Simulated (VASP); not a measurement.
A run of VASP 6.6.1:

The input INCAR:

```
SYSTEM = Pr2SbSe2
PREC     = Accurate       ! precision mode
ENCUT    = 500            ! plane-wave cutoff, eV
EDIFF    = 1E-7           ! SCF threshold, eV
ISMEAR   = 0              ! smearing method
SIGMA    = 0.1            ! smearing width, eV
LREAL    = .False.        ! projectors in reciprocal space
LASPH    = .True.         ! aspherical terms in the spheres
NELM     = 200            ! most SCF steps
ALGO     = Normal         ! electronic algorithm
ISIF     = 3              ! what is computed and relaxed
LWAVE    = .False.        ! write WAVECAR
LCHARG   = .False.        ! write CHGCAR
GGA      = PE             ! functional
IBRION   = 2              ! ionic algorithm
NSW      = 100            ! ionic steps
EDIFFG   = -0.01          ! ionic threshold
GGA_COMPAT= .False.      
NELMIN   = 4            
LMAXMIX  = 6              ! l up to which the mixer works
```

Contents of KPOINTS:

```
regular mesh
0
Gamma
  8 8 6
  0 0 0
```

Contents of POSCAR:

```
Pr2SbSe2
1.0
    5.5266058649      0.0000000000      0.0000000000
    0.0000000000      5.5266058649      0.0000000000
    0.0000000000      0.0000000000      5.9447889856
Pr Sb Se
2 1 2
Direct
    0.5000000000      0.5000000000      0.0000000000
    0.0000000000      0.0000000000      0.5000000000
    0.5000000000      0.5000000000      0.5000000000
    0.0000000000      0.5000000000      0.0000000000
    0.5000000000      0.0000000000      0.0000000000
```

Potentials or basis: VASP PAW PBE potentials, release 64 (Pr_3, Sb, Se), 4f in core.

Run with:

```bash
$ cat potpaw_PBE.64/Pr_3/POTCAR potpaw_PBE.64/Sb/POTCAR potpaw_PBE.64/Se/POTCAR > POTCAR
$ mpirun -np 1 vasp_std > vasp.out
```

Hardware: 1 thread of Intel(R) Xeon(R) Platinum 8259CL CPU @ 2.50GHz (Skylake/Cascade Lake) (shared host).

Task: Estimate the wall time of this run.

Result: Run time: 7.9 min on 1 thread of Intel(R) Xeon(R) Platinum 8259CL CPU @ 2.50GHz (Skylake/Cascade Lake), with other jobs on the host, peak memory 0.46 GiB. Counts: scf iterations 38, k points 60, ion steps 3.
